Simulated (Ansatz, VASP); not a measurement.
# One calculation of ScRhC4N4, two programs

```xyz
10
Lattice="6.2783 0.0000 0.0000 0.0000 6.2783 0.0000 0.0000 0.0000 6.2783" Properties=species:S:1:pos:R:3 pbc="T T T"
Sc    0.0000    0.0000    0.0000
Rh    3.1391    3.1391    3.1391
C     1.2822    1.2822    1.2822
C     1.2822    4.9961    4.9961
C     4.9961    1.2822    4.9961
C     4.9961    4.9961    1.2822
N     1.9602    1.9602    1.9602
N     1.9602    4.3181    4.3181
N     4.3181    1.9602    4.3181
N     4.3181    4.3181    1.9602
```

Alike in both runs: functional PBE; k mesh 4 × 4 × 4; occupations gaussian, width 0.1 eV; collinear spin.

Ansatz relaxed the structure, and its values are those at the end. VASP's run is a single point on that final structure, the one shown.

```csv
,VASP,Ansatz
version,VASP 6.6.1,Ansatz 0.2.0
potentials or method,"VASP PAW PBE potentials, release 64 (Sc_sv, Rh_pv, C, N), cutoff 520 eV","scalar-relativistic, plane waves, PAW"
valence electrons in the cell,62,64
```

VASP gave:

```
gap on the k mesh at the Fermi level (eV)                     : none
pressure (GPa)                                                : 0.3
rms of the force components (eV/Å)                            : 0.181
net moment per atom (μB)                                      : 0.20
size of the moment on the site where the two differ most (μB) : 1.57
```

Problem. What did Ansatz give for the same quantities?

Solution. gap on the k mesh at the Fermi level (eV): none; pressure (GPa): 0.1; rms of the force components (eV/Å): 0.004; net moment per atom (μB): 0.20; size of the moment on the site where the two differ most (μB): 1.25.

Site moments also hang on the region over which each program counts them. A gap of «none» marks a metal or a gap that the smearing closes. One of these differences is far larger than is usual between the two programs; its cause wasn't traced. VASP's potentials hold 62 valence electrons a cell and Ansatz's 64, so a difference there can come from the potentials and not from the codes.

Noted on VASP's run: the standard files for N, O and F lose accuracy on very short bonds.
